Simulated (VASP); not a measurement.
A run of VASP 6.6.1:

The input INCAR:

```
  ALGO = Normal
  EDIFF = 1E-6
  ENCUT = 520
  GGA = RE
  ISIF = 2
  ISMEAR = -1
  ISPIN = 2
  LASPH = True
  LCHARG = False
  LMAXMIX = 4
  LORBIT = 11
  LREAL = False
  LWAVE = False
  MAGMOM = 1 0
  NBANDS = 19
  NELM = 150
  PREC = Accurate
  SIGMA = 0.05
```

File KPOINTS:

```
k-points
0
Gamma
  11 11 11
```

POSCAR

```
NiO
1.0
    0.0000000000      2.0433202721      2.0433202721
    2.0433202721      0.0000000000      2.0433202721
    2.0433202721      2.0433202721      0.0000000000
Ni O
1 1
Direct
    0.0000000000      0.0000000000      0.0000000000
    0.5000000000      0.5000000000      0.5000000000
```

Potentials or basis: VASP PAW PBE potentials, release 64 (Ni, O).

Run with:

```console
$ cat potpaw_PBE.64/Ni/POTCAR potpaw_PBE.64/O/POTCAR > POTCAR
$ mpirun -np 1 vasp_std > vasp.out
```

Hardware: 1 thread of Intel(R) Xeon(R) 6975P-C (Granite Rapids) (shared host).

Task: Estimate the wall time of this run.

Result: It took 17 s on 1 thread of Intel(R) Xeon(R) 6975P-C (Granite Rapids), with other jobs on the host, peak memory 0.16 GiB. Counts: scf iterations 16, k points 56.
